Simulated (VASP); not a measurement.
# Sb (Fm-3m) in VASP: notebook, part 3 of 3

VASP 6.6.1. The steps go on from the part before.

**5. Single point, PBEsol**

Input file INCAR:

```
SYSTEM = Sb
PREC = Accurate ; ENCUT = 520
EDIFF = 1E-6 ; ISMEAR = -1
SIGMA = 0.1 ; LREAL = .False.
LASPH = .True. ; NELM = 80
ALGO = Normal ; ISIF = 2
LWAVE = .False. ; LCHARG = .False.
GGA = PS ; NBANDS = 12
```

Input file KPOINTS:

```
Automatic mesh
0
Gamma
  11 11 8
  0 0 0
```

Input file POSCAR:

```
Sb
1.0
    2.3573854906      2.3573854906      0.0000000000
   -2.3573854906      2.3573854906      0.0000000000
    0.0000000000      0.0000000000      4.7147709811
Sb
2
Direct
    0.0000000000      0.0000000000      0.0000000000
    0.5000000000      0.5000000000      0.5000000000
```

Potentials or basis: VASP PAW PBE potentials, release 64 (Sb).

Command:

```
$ cat potpaw_PBE.64/Sb/POTCAR > POTCAR
$ mpirun -np 1 vasp_std > vasp.out
```

OUTCAR:

```text
SYSTEM = Sb
   PREC = Accurate
   ENCUT = 520
   EDIFF = 1E-6
   ISMEAR = -1
   LREAL = .False.
   LASPH = .True.
   NELM = 80
   ISIF = 2
   GGA = PS

 ion  position               nearest neighbor table
   1  0.000  0.000  0.000-   2 3.33   2 3.33   2 3.33   2 3.33   2 3.33   2 3.33   2 3.33   2 3.33

   2  0.500  0.500  0.500-   1 3.33   1 3.33   1 3.33   1 3.33   1 3.33   1 3.33   1 3.33   1 3.33

  LATTYP: Found a simple tetragonal cell.
 ALAT       =     3.3338465325
 C/A-ratio  =     1.4142135623

  Lattice vectors:

 A1 = (   2.3573854906,   2.3573854906,   0.0000000000)
 A2 = (  -2.3573854906,   2.3573854906,   0.0000000000)
 A3 = (   0.0000000000,   0.0000000000,   4.7147709811)

Analysis of symmetry for initial positions (statically):
=====================================================================
 Subroutine PRICEL returns following result:

  LATTYP: Found a face centered cubic cell.
 ALAT       =     4.7147709812

  Lattice vectors:

 A1 = (   0.0000000000,  -2.3573854906,  -2.3573854906)
 A2 = (   2.3573854906,   0.0000000000,  -2.3573854905)
 A3 = (   2.3573854906,  -2.3573854906,   0.0000000000)

   2 primitive cells build up your supercell.

 Routine SETGRP: Setting up the symmetry group for a
 simple tetragonal supercell.

 Subroutine GETGRP returns: Found 16 space group operations
 (whereof 16 operations were pure point group operations)
 out of a pool of 16 trial point group operations.

The static configuration has the point symmetry D_4h.

Analysis of symmetry for dynamics (positions and initial velocities):
=====================================================================
 Subroutine PRICEL returns following result:

  LATTYP: Found a face centered cubic cell.
 ALAT       =     4.7147709812

  Lattice vectors:

 A1 = (   0.0000000000,  -2.3573854906,  -2.3573854906)
 A2 = (   2.3573854906,   0.0000000000,  -2.3573854905)
[... 130 lines left out ...]
  volume/ion in A,a.u.               =      26.20       176.81
  Fermi-wavevector in a.u.,A,eV,Ry     =   0.942521  1.781106 12.086671  0.888345
  Thomas-Fermi vector in A             =   2.070138
   LORBIT       =      0    0 simple, 1 ext, 2 COOP (PROOUT), +10 PAW based schemes
   GGA     = PS    functional components
   LHFCALC =     F    Hartree Fock is set to
   AEXX    =    0.0000 exact exchange contribution
   IVDW    =     0    specifies the selected vdW correction
   LEPSILON=     F    determine dielectric tensor
   LRPA    =     F    only Hartree local field effects (RPA)
 non-spin polarized calculation
  energy-cutoff  :      520.00
  volume of cell :       52.40
 maximum number of plane-waves:      1427
 NGX is ok and might be reduce to    28
   NGX = 13   NGY = 13   NGZ = 17

 number of electron      10.0000001 magnetization

 Free energy of the ion-electron system (eV)
  ---------------------------------------------------
  ext. energy  EPLUGINS =         0.00000000
  ---------------------------------------------------
  free energy    TOTEN  =        -8.62007238 eV

  energy without entropy =       -8.57622105  energy(sigma->0) =       -8.59814672

 E-fermi :   8.7635     XC(G=0): -10.4528

 val. band max:        8.7580335508   @ k =   0.0909   0.0000   0.2500
 cond. band min:       8.7677442167   @ k =   0.3636   0.1818   0.1250
 fundamental gap:      0.0097106659
 Fermi energy:         8.7635277675

 k-point     1 :       0.0000    0.0000    0.0000
  band No.  band energies     occupation
      1      -4.4188      2.00000
      2       1.1928      2.00000
      3       3.6594      2.00000
      4       9.1160      0.05725
      5       9.1160      0.05725
      6      12.8876      0.00000
      7      13.3441      0.00000
      8      14.2531      0.00000
      9      14.2538      0.00000
     10      14.2538      0.00000
     11      18.8172      0.00000
     12      18.8178      0.00000
[... 331 lines left out ...]
 k-point    24 :       0.1818    0.0000    0.1250
  band No.  band energies     occupation
      1      -3.8668      2.00000
      2       0.6891      2.00000
      3       4.6704      2.00000
      4       6.8852      2.00000
      5       9.6843      0.00020
      6      10.5975      0.00000
      7      13.2694      0.00000
      8      13.5791      0.00000
      9      13.9012      0.00000
     10      16.8181      0.00000
     11      17.4385      0.00000
     12      19.4120      0.00000

 [... further k-points ...]
[... 5 lines left out ...]
  --------------------------------------------------------------------------------------
  -------------------------------------------------------------------------------------
  Total        0.0152447      0.0152447     -0.1530119      0.0000000     -0.0000000      0.0000000
  in kB        0.4660997      0.4660997     -4.6782574      0.0000000     -0.0000000      0.0000000
  external PRESSURE =      -1.2486860 kB  Pullay stress =       0.0000000 kB

 VOLUME and BASIS-vectors are now :
 -----------------------------------------------------------------------------
  energy-cutoff  :      520.00
  volume of cell :       52.40
      direct lattice vectors                 reciprocal lattice vectors
     2.357385491  2.357385491  0.000000000     0.212099380  0.212099380  0.000000000
    -2.357385491  2.357385491  0.000000000    -0.212099380  0.212099380  0.000000000
     0.000000000  0.000000000  4.714770981     0.000000000  0.000000000  0.212099380

 POSITION                                       TOTAL-FORCE (eV/Angst)
 -----------------------------------------------------------------------------------
      0.00000      0.00000      0.00000         0.000000     -0.000000      0.000000
      0.00000      2.35739      2.35739        -0.000000      0.000000     -0.000000
 -----------------------------------------------------------------------------------
    total drift:                               -0.000000      0.000000      0.000000

  FREE ENERGIE OF THE ION-ELECTRON SYSTEM (eV)
  ---------------------------------------------------
  free  energy   TOTEN  =        -8.6200723843 eV

  energy  without entropy=       -8.5762210550  energy(sigma->0) =       -8.59814672
```

OSZICAR:

```text
N       E                     dE             d eps       ncg     rms          rms(c)
DAV:   1     0.263166304796E+02    0.26317E+02   -0.34465E+03  2520   0.638E+02
DAV:   2    -0.730999881929E+01   -0.33627E+02   -0.32667E+02  3328   0.105E+02
DAV:   3    -0.862555969066E+01   -0.13156E+01   -0.12967E+01  3052   0.212E+01
DAV:   4    -0.863502894199E+01   -0.94693E-02   -0.94637E-02  2860   0.221E+00
DAV:   5    -0.863511930914E+01   -0.90367E-04   -0.90366E-04  2944   0.241E-01    0.243E+00
DAV:   6    -0.862543213265E+01    0.96872E-02   -0.36877E-03  2808   0.292E-01    0.138E+00
DAV:   7    -0.862009090860E+01    0.53412E-02   -0.71298E-03  2680   0.405E-01    0.410E-02
DAV:   8    -0.862007259491E+01    0.18314E-04   -0.79886E-05  3004   0.664E-02    0.137E-02
DAV:   9    -0.862007238427E+01    0.21065E-06   -0.11947E-06  2228   0.896E-03
   1 F= -.86200724E+01 E0= -.85981467E+01  d E =-.438513E-01
```

It took 17 s on 1 thread of Intel Xeon 6975P-C (Granite Rapids), shared host; peak memory 0.19 GiB.

What came out:

```yaml
Free_energy: -8.6201 eV
Pressure: -0.1 GPa
Band_gap_on_the_k_mesh: zero (band 5 reaches 12.44 eV, above the bottom of band 6 at 5.53 eV)
```

Levels at points of the mesh, in eV from the Fermi level:
| k point | band 1 | band 2 | band 3 | band 4 | band 5 | band 6 | band 7 | band 8 | band 9 | band 10 |
| --- | --- | --- | --- | --- | --- | --- | --- | --- | --- | --- |
| (0.00, 0.00, 0.00) | -13.18 | -7.57 | -5.10 | 0.35 | 0.35 | 4.12 | 4.58 | 5.49 | 5.49 | 5.49 |
| (0.00, 0.00, 0.50) | -11.50 | -11.50 | 0.94 | 0.94 | 2.14 | 2.14 | 2.14 | 2.14 | 5.96 | 5.96 |

Caveat: the PAW data sets were made with another functional, which shifts forces and pressure a little; spin-orbit coupling is left out, which moves the levels of the heavy elements.
